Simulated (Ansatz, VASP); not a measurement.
**KF: VASP beside Ansatz**

```
K F
1.0
     3.39906    0.00000    0.00000
     0.00000    3.39906    0.00000
     0.00000    0.00000    3.39906
K F
1 1
Direct
  0.00000 0.00000 0.00000
  0.50000 0.50000 0.50000
```

Alike in both runs: task single point; functional PBE; k mesh 8 × 8 × 8; occupations gaussian, width 0.02 eV; no spin polarisation.

|  | VASP | Ansatz |
| --- | --- | --- |
| version | VASP 6.6.1 | Ansatz 0.2.0 |
| potentials or method | VASP PAW PBE potentials, release 64 (K_sv, F), cutoff 520 eV | scalar-relativistic, plane waves, PAW |
| valence electrons in the cell | 16 | 16 |

Ansatz gave:

```
gap on the k mesh at the Fermi level (eV) : 5.48
least direct gap on the mesh (eV)         : 5.55
pressure (GPa)                            : -3.1
```

Q: Which values does VASP return?

A: gap on the k mesh at the Fermi level (eV): 5.47; least direct gap on the mesh (eV): 5.54; pressure (GPa): -3.1.
